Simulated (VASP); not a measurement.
# Be16B (a cell with a defect) in VASP: notebook

Runs on Be16B (a cell with a defect). Level: PBE. Tasks: single point.

Program: VASP 6.6.1. These are calculated values, not measurements. Logs are shortened: lines on timing, memory, paths and dates and some standing lists are left out, and cuts for length are marked.

**1. The cell of the first run**

The cell holds a defect, 17 atoms: a = 4.580 Å, b = 3.966 Å, c = 7.177 Å, α = 90.00°, β = 90.00°, γ = 90.00°.

**2. Single point, PBE**

Contents of INCAR:

```
SYSTEM = Be16B
PREC     = Accurate       ! precision mode
ENCUT    = 520            ! plane-wave cutoff, eV
EDIFF    = 1E-6           ! SCF threshold, eV
ISMEAR   = -1             ! smearing method
SIGMA    = 0.1            ! smearing width, eV
LREAL    = Auto         
LASPH    = .TRUE.         ! aspherical terms in the spheres
NELM     = 100            ! most SCF steps
ALGO     = Normal         ! electronic algorithm
ISIF     = 2              ! what is computed and relaxed
LWAVE    = .FALSE.        ! write WAVECAR
LCHARG   = .TRUE.         ! write CHGCAR
GGA      = PE             ! functional
LELF     = .TRUE.         ! ELF
LVHAR    = .TRUE.       
NBANDS   = 32             ! bands
```

Contents of KPOINTS:

```
Automatic mesh
0
G
  4 4 3
  0 0 0
```

Contents of POSCAR:

```
Be16B
1.0
   -2.2900000000     -3.9663960000      0.0000000000
    3.4350000000     -1.9831980000      0.0000000000
    0.0000000000      0.0000000000      7.1768600000
Be B
16 1
Direct
    0.7822046890      0.5083220919      0.0013366236
    0.4646317372      0.3984688329      0.2294256910
    0.7101110511      0.5053758762      0.5111007013
    0.5085676745      0.3430950819      0.7447412086
    0.5370775555      0.0317915807      0.0068415461
    0.2400745646      0.9136042866      0.2537427882
    0.5008396710      0.0178321473      0.4914945815
    0.2615027196      0.8721478836      0.7431618202
    0.3030053849      0.5690043981     -0.0343540996
   -0.1611044657      0.2247294697      0.2777850880
    0.1884839838      0.4980747142      0.4483013390
    0.0116221030      0.3637677254      0.7358206146
    0.0338482906      0.0452690142      0.0071398059
    0.7996420785      0.7382944748      0.2648216921
   -0.0126980018     -0.0137308504      0.5148677912
    0.7523673991      0.8417298692      0.7579535143
    0.1035921651      0.4714033037      0.1697278940
```

Potentials or basis: VASP PAW PBE potentials, release 64 (Be, B).

Launch:

```console
> cat potpaw_PBE.64/Be/POTCAR potpaw_PBE.64/B/POTCAR > POTCAR
> mpirun -np 1 vasp_std > vasp.out
```

OUTCAR:

```text
SYSTEM = Be16B
   PREC = Accurate
   ENCUT = 520
   EDIFF = 1E-6
   ISMEAR = -1
   LREAL = Auto
   LASPH = .TRUE.
   NELM = 100
   ISIF = 2
   GGA = PE

 ion  position               nearest neighbor table
   1  0.782  0.508  0.001-  17 1.91  14 2.10  13 2.17  16 2.20   5 2.20   9 2.22   2 2.23  12 2.25
                            10 2.30   4 2.32   5 2.36
   2  0.465  0.398  0.229-  17 1.73  10 1.88  11 2.06  14 2.06   9 2.14   5 2.19   6 2.19   1 2.23
                             6 2.29   3 2.35
   3  0.710  0.505  0.511-   4 2.02  14 2.04  10 2.10   7 2.16  12 2.20  16 2.23  11 2.24   7 2.25
                            15 2.29   2 2.35
   4  0.509  0.343  0.745-   3 2.02   9 2.05   8 2.18   7 2.23   5 2.25  16 2.27  12 2.28  16 2.28
                            12 2.31   1 2.32   8 2.38
   5  0.537  0.032  0.007-   9 2.15  16 2.18   2 2.19   1 2.20   4 2.25  13 2.28   6 2.28  13 2.31
                             1 2.36   8 2.36
   6  0.240  0.914  0.254-  17 1.96  13 2.07   7 2.12  14 2.14  11 2.17   2 2.19  10 2.22  15 2.22
                             5 2.28   2 2.29
   7  0.501  0.018  0.491-   6 2.12   3 2.16   8 2.19   4 2.23  15 2.24   3 2.25  10 2.33  16 2.34
                            15 2.36
   8  0.262  0.872  0.743-   9 2.01  15 2.11   4 2.18   7 2.19  16 2.25  12 2.26  13 2.27  12 2.32
                            16 2.34   5 2.36   4 2.38
   9  0.303  0.569  0.966-  17 1.77   8 2.01   4 2.05   2 2.14   5 2.15   1 2.22  12 2.27  13 2.28
[... 11 lines left out ...]
  15  0.987  0.986  0.515-  10 2.06   8 2.11  16 2.13  12 2.18  11 2.20  14 2.22   6 2.22   7 2.24
                            11 2.28   3 2.29   7 2.36
  16  0.752  0.842  0.758-  15 2.13   5 2.18   1 2.20   3 2.23  12 2.24   8 2.25   4 2.27   4 2.28
                             8 2.34   7 2.34  13 2.35
  17  0.104  0.471  0.170-   2 1.73  10 1.74   9 1.77  14 1.88   1 1.91   6 1.96  11 2.04  13 2.08

  LATTYP: Found a simple orthorhombic cell.
 ALAT       =     3.9663962620
 B/A-ratio  =     1.1547004875
 C/A-ratio  =     1.8094157835

  Lattice vectors:

 A1 = (  -3.4350000000,   1.9831980000,   0.0000000000)
 A2 = (  -2.2900000000,  -3.9663960000,   0.0000000000)
 A3 = (   0.0000000000,   0.0000000000,   7.1768600000)

Analysis of symmetry for initial positions (statically):
=====================================================================
 Subroutine PRICEL returns:
 Original cell was already a primitive cell.

 Routine SETGRP: Setting up the symmetry group for a
 simple orthorhombic supercell.

 Subroutine GETGRP returns: Found  1 space group operations
 (whereof  1 operations were pure point group operations)
 out of a pool of  8 trial point group operations.

The static configuration has the point symmetry C_1 .

Analysis of symmetry for dynamics (positions and initial velocities):
[... 154 lines left out ...]
   EMIN   =  10.00;   EMAX   =-10.00  energy-range for DOS
   EFERMI =   0.00;   METHOD = LEGACY
   ISMEAR =    -1;   SIGMA  =   0.10  broadening in eV -4-tet -1-fermi 0-gaus
   EFERMI_NEDOS =   21; number of points for ismear=-14 and -15
   IALGO  =     38    algorithm
   IMIX   =      4    mixing-type and parameters
     AMIX     =   0.40;   BMIX     =  1.00
     AMIX_MAG =   1.60;   BMIX_MAG =  1.00
  volume/ion in A,a.u.               =       7.67        51.75
  Fermi-wavevector in a.u.,A,eV,Ry     =   1.056085  1.995711 15.174786  1.115315
  Thomas-Fermi vector in A             =   2.191307
   LORBIT       =      0    0 simple, 1 ext, 2 COOP (PROOUT), +10 PAW based schemes
   GGA     = PE    functional components
   LHFCALC =     F    Hartree Fock is set to
   AEXX    =    0.0000 exact exchange contribution
   IVDW    =     0    specifies the selected vdW correction
   LEPSILON=     F    determine dielectric tensor
   LRPA    =     F    only Hartree local field effects (RPA)
 non-spin polarized calculation
  energy-cutoff  :      520.00
  volume of cell :      130.38
 maximum number of plane-waves:      3529
 NGX is ok and might be reduce to    36
   NGX = 17   NGY = 15   NGZ = 27

 number of electron      35.0000000 magnetization

 Free energy of the ion-electron system (eV)
  ---------------------------------------------------
  ext. energy  EPLUGINS =         0.00000000
  ---------------------------------------------------
  free energy    TOTEN  =       -63.52118020 eV

  energy without entropy =      -63.45324705  energy(sigma->0) =      -63.48721363

 E-fermi :   7.2572     XC(G=0): -10.7326

 val. band max:        7.2457028757   @ k =   0.2500   0.0000  -0.3333
 cond. band min:       7.2777106101   @ k =   0.0000   0.5000   0.0000
 fundamental gap:      0.0320077344
 Fermi energy:         7.2571572900

 k-point     1 :       0.0000    0.0000    0.0000
  band No.  band energies     occupation
      1      -5.0320      2.00000
      2      -2.6451      2.00000
      3      -2.2630      2.00000
      4       0.3203      2.00000
      5       0.4700      2.00000
      6       1.4507      2.00000
[... 757 lines left out ...]
     28      13.3100      0.00000
     29      13.5925      0.00000

 [... further k-points ...]

 [bands above 29 left out]

------------------------ aborting loop because EDIFF is reached ----------------------------------------

  FORCE on cell =-STRESS in cart. coord.  units (eV):
  Direction    XX          YY          ZZ          XY          YZ          ZX
  --------------------------------------------------------------------------------------
  -------------------------------------------------------------------------------------
  Total        5.3856381      9.8610116      6.3572505      0.9820030      9.5162449     -0.7738554
  in kB       66.1838043    121.1814175     78.1238945     12.0677793    116.9445986     -9.5098659
  external PRESSURE =      88.4963721 kB  Pullay stress =       0.0000000 kB

 VOLUME and BASIS-vectors are now :
 -----------------------------------------------------------------------------
  energy-cutoff  :      520.00
  volume of cell :      130.38
      direct lattice vectors                 reciprocal lattice vectors
    -2.290000000 -3.966396000  0.000000000    -0.109170306 -0.189088533  0.000000000
     3.435000000 -1.983198000  0.000000000     0.218340611 -0.126059022  0.000000000
     0.000000000  0.000000000  7.176860000     0.000000000  0.000000000  0.139336702

 POSITION                                       TOTAL-FORCE (eV/Angst)
 -----------------------------------------------------------------------------------
     -0.04516     -4.11064      0.00959         0.018292      0.007275     -0.016161
      0.30473     -2.63316      1.64656        -0.008331     -0.018880      0.011324
      0.10981     -3.81884      3.66810         0.007038      0.006345      0.002684
      0.01391     -2.69761      5.34490        -0.003689      0.014280      0.001394
     -1.12070     -2.19331      0.04910         0.001552     -0.006711      0.009013
      2.58846     -2.76409      1.82108         0.003503     -0.010180      0.002991
[... 9 lines left out ...]
      1.16842     -4.65350      5.43973         0.000883     -0.007187     -0.001312
      1.38204     -1.34577      1.21811         0.007682      0.000746     -0.004237
 -----------------------------------------------------------------------------------
    total drift:                                0.001178     -0.000153      0.000762

  FREE ENERGIE OF THE ION-ELECTRON SYSTEM (eV)
  ---------------------------------------------------
  free  energy   TOTEN  =       -63.5211802029 eV

  energy  without entropy=      -63.4532470510  energy(sigma->0) =      -63.48721363
```

OSZICAR:

```text
N       E                     dE             d eps       ncg     rms          rms(c)
DAV:   1     0.456740837219E+02    0.45674E+02   -0.13645E+04  1664   0.931E+02
DAV:   2    -0.611123634201E+02   -0.10679E+03   -0.99381E+02  2176   0.179E+02
DAV:   3    -0.661674956608E+02   -0.50551E+01   -0.49564E+01  2208   0.327E+01
DAV:   4    -0.662243998924E+02   -0.56904E-01   -0.56786E-01  2112   0.402E+00
DAV:   5    -0.662249309693E+02   -0.53108E-03   -0.53101E-03  2136   0.352E-01    0.654E+00
DAV:   6    -0.636640856727E+02    0.25608E+01   -0.41252E+00  1944   0.113E+01    0.289E+00
DAV:   7    -0.635818795027E+02    0.82206E-01   -0.20329E+00  2072   0.613E+00    0.175E+00
DAV:   8    -0.635361011790E+02    0.45778E-01   -0.72548E-02  2136   0.164E+00    0.958E-01
DAV:   9    -0.635215569347E+02    0.14544E-01   -0.20015E-02  2120   0.798E-01    0.136E-01
DAV:  10    -0.635211823531E+02    0.37458E-03   -0.14804E-03  2072   0.188E-01    0.469E-02
DAV:  11    -0.635211768351E+02    0.55180E-05   -0.22495E-04  2144   0.712E-02    0.126E-02
DAV:  12    -0.635211777231E+02   -0.88797E-06   -0.12824E-05  2048   0.181E-02    0.445E-03
DAV:  13    -0.635211796949E+02   -0.19718E-05   -0.18868E-06  1656   0.666E-03    0.111E-03
DAV:  14    -0.635211802029E+02   -0.50807E-06   -0.13587E-07  1384   0.192E-03
   1 F= -.63521180E+02 E0= -.63487214E+02  d E =-.679332E-01
```

Wall time 2.1 min (1 thread of AMD EPYC 9R14 (Zen 4), shared host); peak memory 0.22 GiB.

What came out:

* Free energy: -63.5212 eV
* Pressure: 8.8 GPa
* Largest force: 0.025 eV/Å

Forces in eV/Å, atoms in the order of the input:
```
Be   0.018  0.007 -0.016
Be  -0.008 -0.019  0.011
Be   0.007  0.006  0.003
Be  -0.004  0.014  0.001
Be   0.002 -0.007  0.009
Be   0.004 -0.010  0.003
Be   0.000  0.004  0.004
Be  -0.007  0.012 -0.009
Be   0.001 -0.013 -0.010
Be  -0.012  0.015  0.000
Be   0.000 -0.009  0.013
Be  -0.015  0.004  0.004
Be  -0.018  0.005 -0.014
Be   0.021 -0.003 -0.002
Be   0.003 -0.001  0.010
Be   0.001 -0.007 -0.001
B    0.008  0.001 -0.004
```

Stress tensor (GPa, compression positive):
```
 6.62  1.21 -0.95
 1.21 12.12 11.69
-0.95 11.69  7.81
```

Caveat: the k points lie up to 0.40 Å⁻¹ apart.

**3. Single point, PBE**

Contents of INCAR:

```
  ALGO = Normal
  EDIFF = 1E-6
  ENCUT = 520
  GGA = PE
  ISIF = 2
  ISMEAR = -1
  LASPH = T
  LCHARG = F
  LREAL = Auto
  LWAVE = F
  NBANDS = 32
  NELM = 60
  PREC = Accurate
  SIGMA = 0.1
```

Contents of KPOINTS:

```
k-points
0
Gamma
  4 4 3
```

Contents of POSCAR:

```
Be16B
1.0
   -2.2900000000     -3.9663960000      0.0000000000
    3.4350000000     -1.9831980000      0.0000000000
    0.0000000000      0.0000000000      7.1768600000
Be B
16 1
Direct
    0.7610960618      0.4182038130      0.0039243627
    0.5001996870      0.3154147763      0.2415125697
    0.7396663103      0.4629861014      0.4924527242
    0.4635501917      0.3013980081      0.7570225081
    0.5359013115     -0.0660602352     -0.0204840349
    0.2911511246      0.8277315428      0.2609374715
    0.4928158354     -0.0085263851      0.4944956666
    0.2185189910      0.8250447337      0.7511168994
    0.2009127722      0.5946740265      0.0145858772
    0.0140163241      0.3466767706      0.2647420316
    0.2486566552      0.4923812151      0.5077455935
   -0.0330907465      0.2893149141      0.7568567357
    0.1618934840      0.1082298308      0.0273943836
    0.8123645178      0.8349002949      0.1984389273
   -0.0105817106     -0.0290273922      0.4858720968
    0.6972001532      0.7646992553      0.7154494416
   -0.1030061127      0.8611529599     -0.0803743147
```

Potentials or basis: VASP PAW PBE potentials, release 64 (Be, B).

Launch:

```console
> cat potpaw_PBE.64/Be/POTCAR potpaw_PBE.64/B/POTCAR > POTCAR
> mpirun -np 1 vasp_std > vasp.out
```

It took 1.9 min on 1 thread of AMD EPYC 9R14 (Zen 4), shared host; peak memory 0.22 GiB.

It converged, with:

```
Free energy   : -63.5214 eV
Pressure      : 8.8 GPa
Largest force : 0.023 eV/Å
```

Forces on the atoms (eV/Å):
```
Be   0.013  0.004  0.004
Be   0.002 -0.002 -0.005
Be  -0.005  0.000  0.002
Be   0.004  0.000  0.000
Be  -0.001 -0.001  0.006
Be   0.004 -0.002  0.003
Be  -0.004  0.004 -0.001
Be  -0.005 -0.005 -0.010
Be  -0.022  0.000  0.005
Be   0.004  0.001  0.004
Be  -0.007  0.004  0.002
Be   0.003 -0.004 -0.006
Be   0.012 -0.012  0.008
Be   0.002  0.006  0.004
Be  -0.001 -0.001  0.002
Be  -0.005  0.007 -0.008
B    0.008  0.001 -0.012
```

Stress tensor (GPa, compression positive):
```
  6.60   1.24   0.93
  1.24  12.11 -11.65
  0.93 -11.65   7.77
```

Levels at points of the mesh, in eV from the Fermi level:
```
           k point  band 14  band 15  band 16  band 17  band 18  band 19  band 20  band 21
(0.00, 0.00, 0.00)    -3.45    -2.10    -1.10    -0.37     0.49     0.74     1.10     1.65
(0.50, 0.00, 0.00)    -2.32    -1.99    -1.74    -1.32    -1.07     0.25     0.40     0.85
(0.00, 0.50, 0.00)    -3.23    -2.93    -2.56    -2.07     0.02     0.28     0.74     1.05
(0.50, 0.50, 0.00)    -1.92    -1.23    -0.60    -0.37     0.75     0.81     1.24     1.54
```

Caveat: the k points lie up to 0.40 Å⁻¹ apart.

(Continued in part 2 of 2.)
